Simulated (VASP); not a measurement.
# RbBr (Pm-3m) in VASP: further runs, part 2 of 2

VASP 6.6.1. Earlier steps stand in the parts before.

## Step 5: Single point, PBEsol

This run uses another cell than the first one, of 28.88 Å³/atom.

The input, INCAR:

```
SYSTEM = RbBr
PREC = Accurate
ENCUT = 520
EDIFF = 1E-6
ISMEAR = 0
SIGMA = 0.01
LREAL = .FALSE.
LASPH = .TRUE.
NELM = 100
ALGO = Normal
ISIF = 2
LWAVE = .FALSE.
LCHARG = .TRUE.
GGA = PS
LELF = .TRUE.
LVHAR = .TRUE.
NBANDS = 15
```

The input, KPOINTS:

```
Automatic mesh
0
G
  6 6 6
  0 0 0
```

The input, POSCAR:

```
RbBr
1.0
    3.8653507160      0.0000000000      0.0000000000
    0.0000000000      3.8653507160      0.0000000000
    0.0000000000      0.0000000000      3.8653507160
Rb Br
1 1
Direct
    0.0000000000      0.0000000000      0.0000000000
    0.5000000000      0.5000000000      0.5000000000
```

Potentials or basis: VASP PAW PBE potentials, release 64 (Rb_sv, Br).

The run is started by

```sh
$ cat potpaw_PBE.64/Rb_sv/POTCAR potpaw_PBE.64/Br/POTCAR > POTCAR
$ mpirun -np 1 vasp_std > vasp.out
```

OUTCAR:

```text
SYSTEM = RbBr
   PREC = Accurate
   ENCUT = 520
   EDIFF = 1E-6
   ISMEAR = 0
   LREAL = .FALSE.
   LASPH = .TRUE.
   NELM = 100
   ISIF = 2
   GGA = PS

 ion  position               nearest neighbor table
   1  0.000  0.000  0.000-   2 3.35   2 3.35   2 3.35   2 3.35   2 3.35   2 3.35   2 3.35   2 3.35

   2  0.500  0.500  0.500-   1 3.35   1 3.35   1 3.35   1 3.35   1 3.35   1 3.35   1 3.35   1 3.35

  LATTYP: Found a simple cubic cell.
 ALAT       =     3.8653507160

  Lattice vectors:

 A1 = (   3.8653507160,   0.0000000000,   0.0000000000)
 A2 = (   0.0000000000,   3.8653507160,   0.0000000000)
 A3 = (   0.0000000000,   0.0000000000,   3.8653507160)

Analysis of symmetry for initial positions (statically):
=====================================================================
 Subroutine PRICEL returns:
 Original cell was already a primitive cell.

 Routine SETGRP: Setting up the symmetry group for a
 simple cubic supercell.

 Subroutine GETGRP returns: Found 48 space group operations
 (whereof 48 operations were pure point group operations)
 out of a pool of 48 trial point group operations.

The static configuration has the point symmetry O_h .

Analysis of symmetry for dynamics (positions and initial velocities):
=====================================================================
 Subroutine PRICEL returns:
 Original cell was already a primitive cell.

 Routine SETGRP: Setting up the symmetry group for a
 simple cubic supercell.

 Subroutine GETGRP returns: Found 48 space group operations
 (whereof 48 operations were pure point group operations)
 out of a pool of 48 trial point group operations.

The dynamic configuration has the point symmetry O_h .

 Subroutine INISYM returns: Found 48 space group operations
 (whereof 48 operations are pure point group operations),
 and found     1 'primitive' translations

----------------------------------------------------------------------------------------

                                     Primitive cell

  volume of cell :      57.7520

  direct lattice vectors                    reciprocal lattice vectors
     3.865350716  0.000000000  0.000000000     0.258708737  0.000000000  0.000000000
     0.000000000  3.865350716  0.000000000     0.000000000  0.258708737  0.000000000
     0.000000000  0.000000000  3.865350716     0.000000000  0.000000000  0.258708737

  length of vectors
     3.865350716  3.865350716  3.865350716     0.258708737  0.258708737  0.258708737

  position of ions in fractional coordinates (direct lattice)
     0.000000000  0.000000000  0.000000000
     0.500000000  0.500000000  0.500000000

  ion indices of the primitive-cell ions
   primitive index   ion index
                 1           1
                 2           2

----------------------------------------------------------------------------------------

 KPOINTS: Automatic mesh

Automatic generation of k-mesh.
 Grid dimensions read from file:
 generate k-points for:    6    6    6

 Generating k-lattice:

  Cartesian coordinates                     Fractional coordinates (reciprocal lattice)
     0.043118123  0.000000000  0.000000000     0.166666667  0.000000000  0.000000000
     0.000000000  0.043118123  0.000000000     0.000000000  0.166666667  0.000000000
     0.000000000  0.000000000  0.043118123     0.000000000  0.000000000  0.166666667
[... 35 lines left out ...]
   number of dos      NEDOS =    301   number of ions     NIONS =      2
   total plane-waves  NPLWV =  27000
   dimension x,y,z NGX =    30 NGY =   30 NGZ =   30
   dimension x,y,z NGXF=    60 NGYF=   60 NGZF=   60
   ions per type =               1   1
   NGX,Y,Z   is equivalent  to a cutoff of  12.90, 12.90, 12.90 a.u.
   NGXF,Y,Z  is equivalent  to a cutoff of  25.81, 25.81, 25.81 a.u.
 SYSTEM =  RbBr
   PREC   = accura    normal or accurate (medium, high low for compatibility)
   ISTART =      0    job   : 0-new  1-cont  2-samecut
   ICHARG =      2    charge: 1-file 2-atom 10-const
   ISPIN  =      1    spin polarized calculation?
   LNONCOLLINEAR =      F non collinear calculations
   LSORBIT =      F    spin-orbit coupling
   LASPH  =      T    aspherical Exc in radial PAW
   ENCUT  =  520.0 eV  38.22 Ry    6.18 a.u.   7.19  7.19  7.19*2*pi/ulx,y,z
   NELM   =    100;   NELMIN=  2; NELMDL= -5     # of ELM steps
   EDIFF  = 0.1E-05   stopping-criterion for ELM
   LREAL  =      F    real-space projection
   EDIFFG = 0.1E-04   stopping-criterion for IOM
   NSW    =      0    number of steps for IOM
   IBRION =     -1    ionic relax: 0-MD 1-quasi-New 2-CG
   NFREE  =      0    steps in history (QN), initial steepest desc. (CG)
   ISIF   =      2    stress and relaxation
   ISYM   =      2    0-nonsym 1-usesym 2-fastsym
   POTIM  = 0.5000    time-step for ionic-motion
   TEBEG  =    0.0;   TEEND  =   0.0 temperature during run
   PSTRESS=    0.0 pullay stress
   NELECT =      16.0000    total number of electrons
   NUPDOWN=      -1.0000    fix difference up-down
   EMIN   =  10.00;   EMAX   =-10.00  energy-range for DOS
   EFERMI =   0.00;   METHOD = LEGACY
   ISMEAR =     0;   SIGMA  =   0.01  broadening in eV -4-tet -1-fermi 0-gaus
   EFERMI_NEDOS =   21; number of points for ismear=-14 and -15
   IALGO  =     38    algorithm
   IMIX   =      4    mixing-type and parameters
     AMIX     =   0.40;   BMIX     =  1.00
     AMIX_MAG =   1.60;   BMIX_MAG =  1.00
  volume/ion in A,a.u.               =      28.88       194.86
  Fermi-wavevector in a.u.,A,eV,Ry     =   1.067233  2.016778 15.496850  1.138986
  Thomas-Fermi vector in A             =   2.202843
   LORBIT       =      0    0 simple, 1 ext, 2 COOP (PROOUT), +10 PAW based schemes
   GGA     = PS    functional components
   LHFCALC =     F    Hartree Fock is set to
   AEXX    =    0.0000 exact exchange contribution
   IVDW    =     0    specifies the selected vdW correction
   LEPSILON=     F    determine dielectric tensor
   LRPA    =     F    only Hartree local field effects (RPA)
 non-spin polarized calculation
 Gauss-broadening in eV      SIGMA  =   0.01
  energy-cutoff  :      520.00
  volume of cell :       57.75
 maximum number of plane-waves:      1596
 NGX is ok and might be reduce to    30
   NGX = 15   NGY = 15   NGZ = 15

 number of electron      16.0000002 magnetization

 Free energy of the ion-electron system (eV)
  ---------------------------------------------------
  ext. energy  EPLUGINS =         0.00000000
  ---------------------------------------------------
  free energy    TOTEN  =        -6.19173960 eV

  energy without entropy =       -6.19173960  energy(sigma->0) =       -6.19173960

 E-fermi :   0.3531     XC(G=0):  -9.0053

 val. band max:        0.3012138578   @ k =   0.5000   0.5000   0.0000
 cond. band min:       4.9692970206   @ k =   0.0000   0.0000   0.0000
 fundamental gap:      4.6680831628
 Fermi energy:         0.3530519598

 k-point     1 :       0.0000    0.0000    0.0000
  band No.  band energies     occupation
      1     -24.5271      2.00000
      2     -12.7219      2.00000
      3      -8.4771      2.00000
      4      -8.4771      2.00000
      5      -8.4771      2.00000
      6       0.1561      2.00000
      7       0.1561      2.00000
      8       0.1561      2.00000
      9       4.9693      0.00000
     10       5.4153      0.00000
     11       5.4153      0.00000
     12      10.6948      0.00000
     13      10.6948      0.00000
     14      10.6948      0.00000
[... 329 lines left out ...]
      2     -12.2176      2.00000
      3      -8.8658      2.00000
      4      -8.8658      2.00000
      5      -8.8658      2.00000
      6      -1.6377      2.00000
      7      -1.6377      2.00000
      8      -1.6377      2.00000
      9       9.1191      0.00000
     10       9.1191      0.00000
     11       9.1191      0.00000
     12      10.6211      0.00000
     13      10.6211      0.00000
     14      10.6211      0.00000
     15      13.6054      0.00000

------------------------ aborting loop because EDIFF is reached ----------------------------------------

  FORCE on cell =-STRESS in cart. coord.  units (eV):
  Direction    XX          YY          ZZ          XY          YZ          ZX
  --------------------------------------------------------------------------------------
  -------------------------------------------------------------------------------------
  Total        1.4718291      1.4718291      1.4718291     -0.0000000     -0.0000000     -0.0000000
  in kB       40.8320563     40.8320563     40.8320563     -0.0000000     -0.0000000     -0.0000000
  external PRESSURE =      40.8320563 kB  Pullay stress =       0.0000000 kB

 VOLUME and BASIS-vectors are now :
 -----------------------------------------------------------------------------
  energy-cutoff  :      520.00
  volume of cell :       57.75
      direct lattice vectors                 reciprocal lattice vectors
     3.865350716  0.000000000  0.000000000     0.258708737  0.000000000  0.000000000
     0.000000000  3.865350716  0.000000000     0.000000000  0.258708737  0.000000000
     0.000000000  0.000000000  3.865350716     0.000000000  0.000000000  0.258708737

 POSITION                                       TOTAL-FORCE (eV/Angst)
 -----------------------------------------------------------------------------------
      0.00000      0.00000      0.00000         0.000000      0.000000      0.000000
      1.93268      1.93268      1.93268         0.000000      0.000000      0.000000
 -----------------------------------------------------------------------------------
    total drift:                                0.000000      0.000000     -0.000000

  FREE ENERGIE OF THE ION-ELECTRON SYSTEM (eV)
  ---------------------------------------------------
  free  energy   TOTEN  =        -6.1917396009 eV

  energy  without entropy=       -6.1917396009  energy(sigma->0) =       -6.19173960
```

Wall time 8.6 s (1 thread of Intel Xeon 6975P-C (Granite Rapids), shared host); peak memory 0.17 GiB.

What came out:

- Free energy: -6.1917 eV
- Pressure: 4.1 GPa
- Band gap on the k mesh: 4.67 eV (least direct gap 4.81 eV)

Levels at points of the mesh, in eV from the valence-band top:
```csv
k point,band 6,band 7,band 8,band 9,band 10,band 11
"(0.00, 0.00, 0.00)",-0.15,-0.15,-0.15,4.67,5.11,5.11
"(0.50, 0.00, 0.00)",-2.35,-0.36,-0.36,6.73,7.94,8.53
"(0.50, 0.50, 0.00)",-1.28,-1.28,0.00,5.18,6.22,7.96
"(0.50, 0.50, 0.50)",-1.94,-1.94,-1.94,8.82,8.82,8.82
```

Caveat: the cell stands under pressure; the PAW data sets were made with another functional, which shifts forces and pressure a little. A k mesh can miss the band edges.

## Step 6: Single point, PBEsol

This run uses another cell than the first one, of 30.81 Å³/atom.

The input, INCAR:

```
PREC = Accurate
ENCUT = 520
EDIFF = 1E-6
ISMEAR = 0
SIGMA = 0.01
LREAL = False
LASPH = True
NELM = 100
ALGO = Normal
ISIF = 2
LWAVE = False
LCHARG = False
GGA = PS
NBANDS = 15
```

The input, KPOINTS:

```
Automatic mesh
0
Gamma
  6 6 6
```

The input, POSCAR:

```
RbBr
1.0
    3.9498679224      0.0000000000      0.0000000000
    0.0000000000      3.9498679224      0.0000000000
    0.0000000000      0.0000000000      3.9498679224
Rb Br
1 1
Direct
    0.0000000000      0.0000000000      0.0000000000
    0.5000000000      0.5000000000      0.5000000000
```

Potentials or basis: VASP PAW PBE potentials, release 64 (Rb_sv, Br).

The run is started by

```sh
$ cat potpaw_PBE.64/Rb_sv/POTCAR potpaw_PBE.64/Br/POTCAR > POTCAR
$ mpirun -np 1 vasp_std > vasp.out
```

OUTCAR:

```text
PREC = Accurate
   ENCUT = 520
   EDIFF = 1E-6
   ISMEAR = 0
   LREAL = False
   LASPH = True
   NELM = 100
   ISIF = 2
   GGA = PS

 ion  position               nearest neighbor table
   1  0.000  0.000  0.000-   2 3.42   2 3.42   2 3.42   2 3.42   2 3.42   2 3.42   2 3.42   2 3.42

   2  0.500  0.500  0.500-   1 3.42   1 3.42   1 3.42   1 3.42   1 3.42   1 3.42   1 3.42   1 3.42

  LATTYP: Found a simple cubic cell.
 ALAT       =     3.9498679224

  Lattice vectors:

 A1 = (   3.9498679224,   0.0000000000,   0.0000000000)
 A2 = (   0.0000000000,   3.9498679224,   0.0000000000)
 A3 = (   0.0000000000,   0.0000000000,   3.9498679224)

Analysis of symmetry for initial positions (statically):
=====================================================================
 Subroutine PRICEL returns:
 Original cell was already a primitive cell.

 Routine SETGRP: Setting up the symmetry group for a
 simple cubic supercell.

 Subroutine GETGRP returns: Found 48 space group operations
 (whereof 48 operations were pure point group operations)
 out of a pool of 48 trial point group operations.

The static configuration has the point symmetry O_h .

Analysis of symmetry for dynamics (positions and initial velocities):
=====================================================================
 Subroutine PRICEL returns:
 Original cell was already a primitive cell.

 Routine SETGRP: Setting up the symmetry group for a
 simple cubic supercell.

 Subroutine GETGRP returns: Found 48 space group operations
 (whereof 48 operations were pure point group operations)
 out of a pool of 48 trial point group operations.

The dynamic configuration has the point symmetry O_h .

 Subroutine INISYM returns: Found 48 space group operations
 (whereof 48 operations are pure point group operations),
 and found     1 'primitive' translations

----------------------------------------------------------------------------------------

                                     Primitive cell

  volume of cell :      61.6237

[... 113 lines left out ...]
   LRPA    =     F    only Hartree local field effects (RPA)
 non-spin polarized calculation
 Gauss-broadening in eV      SIGMA  =   0.01
  energy-cutoff  :      520.00
  volume of cell :       61.62
 maximum number of plane-waves:      1675
 NGX is ok and might be reduce to    30
   NGX = 15   NGY = 15   NGZ = 15

 number of electron      16.0000001 magnetization

 Free energy of the ion-electron system (eV)
  ---------------------------------------------------
  ext. energy  EPLUGINS =         0.00000000
  ---------------------------------------------------
  free energy    TOTEN  =        -6.26492177 eV

  energy without entropy =       -6.26492177  energy(sigma->0) =       -6.26492177

 E-fermi :  -0.0393     XC(G=0):  -8.7064

 val. band max:       -0.0858137717   @ k =   0.5000   0.5000   0.0000
 cond. band min:       4.2947267268   @ k =   0.0000   0.0000   0.0000
 fundamental gap:      4.3805404985
 Fermi energy:        -0.0392697641

 k-point     1 :       0.0000    0.0000    0.0000
  band No.  band energies     occupation
      1     -24.9599      2.00000
      2     -12.9681      2.00000
      3      -8.9273      2.00000
      4      -8.9273      2.00000
      5      -8.9273      2.00000
      6      -0.2401      2.00000
      7      -0.2401      2.00000
      8      -0.2401      2.00000
      9       4.2947      0.00000
     10       5.1655      0.00000
     11       5.1655      0.00000
     12      10.1525      0.00000
     13      10.1525      0.00000
     14      10.1525      0.00000
[... 329 lines left out ...]
      2     -12.5404      2.00000
      3      -9.2563      2.00000
      4      -9.2563      2.00000
      5      -9.2563      2.00000
      6      -1.8150      2.00000
      7      -1.8150      2.00000
      8      -1.8150      2.00000
      9       8.4758      0.00000
     10       8.4758      0.00000
     11       8.4758      0.00000
     12       9.8743      0.00000
     13       9.8743      0.00000
     14       9.8743      0.00000
     15      12.8377      0.00000

------------------------ aborting loop because EDIFF is reached ----------------------------------------

  FORCE on cell =-STRESS in cart. coord.  units (eV):
  Direction    XX          YY          ZZ          XY          YZ          ZX
  --------------------------------------------------------------------------------------
  -------------------------------------------------------------------------------------
  Total        0.7876466      0.7876466      0.7876466      0.0000000      0.0000000     -0.0000000
  in kB       20.4783166     20.4783166     20.4783166      0.0000000      0.0000000     -0.0000000
  external PRESSURE =      20.4783166 kB  Pullay stress =       0.0000000 kB

 VOLUME and BASIS-vectors are now :
 -----------------------------------------------------------------------------
  energy-cutoff  :      520.00
  volume of cell :       61.62
      direct lattice vectors                 reciprocal lattice vectors
     3.949867922  0.000000000  0.000000000     0.253173022  0.000000000  0.000000000
     0.000000000  3.949867922  0.000000000     0.000000000  0.253173022  0.000000000
     0.000000000  0.000000000  3.949867922     0.000000000  0.000000000  0.253173022

 POSITION                                       TOTAL-FORCE (eV/Angst)
 -----------------------------------------------------------------------------------
      0.00000      0.00000      0.00000         0.000000      0.000000      0.000000
      1.97493      1.97493      1.97493         0.000000      0.000000      0.000000
 -----------------------------------------------------------------------------------
    total drift:                                0.000000      0.000000     -0.000000

  FREE ENERGIE OF THE ION-ELECTRON SYSTEM (eV)
  ---------------------------------------------------
  free  energy   TOTEN  =        -6.2649217716 eV

  energy  without entropy=       -6.2649217716  energy(sigma->0) =       -6.26492177
```

stdout:

```text
POSCAR found type information on POSCAR RbBr
 POSCAR found :  2 types and       2 ions
 scaLAPACK will be used
 -----------------------------------------------------------------------------
|                                                                             |
|                                                                             |
|     You enforced a specific xc type in the INCAR file but a different       |
|     I HOPE YOU KNOW WHAT YOU ARE DOING!                                     |
|                                                                             |
 -----------------------------------------------------------------------------

 LDA part: xc-table for (Slater+PW92), standard interpolation
 POSCAR, INCAR and KPOINTS ok, starting setup
 FFT: planning ... GRIDC
 FFT: planning ... GRID_SOFT
 FFT: planning ... GRID
 WAVECAR not read
 entering main loop
```

It took 7.3 s on 1 thread of Intel Xeon 6975P-C (Granite Rapids), shared host; peak memory 0.17 GiB.

What came out:

* Free energy: -6.2649 eV
* Pressure: 2.0 GPa
* Band gap on the k mesh: 4.38 eV (least direct gap 4.53 eV)

Levels at points of the mesh, in eV from the valence-band top:
| k point | band 5 | band 6 | band 7 | band 8 | band 9 | band 10 | band 11 | band 12 |
| --- | --- | --- | --- | --- | --- | --- | --- | --- |
| (0.00, 0.00, 0.00) | -8.84 | -0.15 | -0.15 | -0.15 | 4.38 | 5.25 | 5.25 | 10.24 |
| (0.50, 0.00, 0.00) | -8.76 | -2.14 | -0.31 | -0.31 | 6.77 | 7.58 | 8.27 | 8.56 |
| (0.50, 0.50, 0.00) | -8.71 | -1.22 | -1.22 | 0.00 | 5.19 | 6.18 | 7.95 | 7.95 |
| (0.50, 0.50, 0.50) | -9.17 | -1.73 | -1.73 | -1.73 | 8.56 | 8.56 | 8.56 | 9.96 |

Caveat: the PAW data sets were made with another functional, which shifts forces and pressure a little. A k mesh can miss the band edges.

## Step 7: Overview

| cell | gap on the mesh (eV) | pressure (GPa) |
| --- | --- | --- |
| a = 3.617 Å, 2 atoms | 4.54 | 15.3 |
| a = 3.705 Å, 2 atoms | 4.78 | 10.2 |
| a = 3.774 Å, 2 atoms | 4.93 | 7.1 |
| a = 3.865 Å, 2 atoms | 4.67 | 4.1 |
| a = 3.950 Å, 2 atoms | 4.38 | 2.0 |

Alike in all rows: task single point; level PBEsol; potentials or basis VASP PAW PBE potentials, release 64 (Rb_sv, Br); no spin polarisation; k mesh 6 × 6 × 6; cutoff (eV) 520; smearing gaussian 0.01 eV.

Caveats: the PAW data sets were made with another functional, which shifts forces and pressure a little; the cell stands under pressure (at least some runs).

Total energies depend on the potentials used, so only differences within one code and one set of settings carry meaning.
